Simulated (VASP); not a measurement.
Set up this calculation in VASP 6.6.1, as the native input.

| Quantity | Value |
| --- | --- |
| Task | single point |
| Functional | PBE |
| Potentials or basis | VASP PAW PBE potentials, release 64 (Sr_sv, O) |
| Cutoff | 520 eV |
| k mesh | 9 × 9 × 4 |
| Occupations | gaussian, width 0.05 eV |
| Spin | no spin polarisation |
| Dipole correction | no |
| Further INCAR settings | ALGO = Normal; EDIFF = 1e-06; NBANDS = 24 |

The structure of SrO lies in POSCAR:

```
SrO
1.0
    3.6366829075      0.0000000000      0.0000000000
   -1.8183414538      3.1494597834      0.0000000000
    0.0000000000      0.0000000000      6.3468734168
Sr O
2 2
Direct
    0.3333333333      0.6666666667      0.2534631737
    0.6666666667      0.3333333333      0.7534631737
    0.0000000000      0.0000000000     -0.0189663906
    0.0000000000      0.0000000000      0.4810336094
```

This cell differs from its parent crystal: atoms displaced along a vibrational mode, the cell strained.

The input as run:

INCAR

```
SYSTEM = SrO
ALGO = Normal
EDIFF = 1E-6
ENCUT = 520
GGA = PE
ISIF = 2
ISMEAR = 0
LASPH = .True.
LCHARG = .False.
LREAL = .False.
LWAVE = .False.
NBANDS = 24
NELM = 100
PREC = Accurate
SIGMA = 0.05
```

KPOINTS

```
k-points
0
Gamma
  9 9 4
  0 0 0
```

Potentials or basis: VASP PAW PBE potentials, release 64 (Sr_sv, O).

The run is started by

```console
$ cat potpaw_PBE.64/Sr_sv/POTCAR potpaw_PBE.64/O/POTCAR > POTCAR
$ mpirun -np 1 vasp_std > vasp.out
```

Results of the run:

The pressure is -2.7 GPa and the largest force is 0.213 eV/Å. The band gap on the k mesh is 2.77 eV.

Caveat: the cell differs from its parent crystal (atoms displaced along a vibrational mode, the cell strained); an odd mesh through Γ misses points on the zone boundary, where band edges can lie.

Run time: 23 s on 1 thread of Intel(R) Xeon(R) 6975P-C (Granite Rapids), with other jobs on the host, peak memory 0.21 GiB.
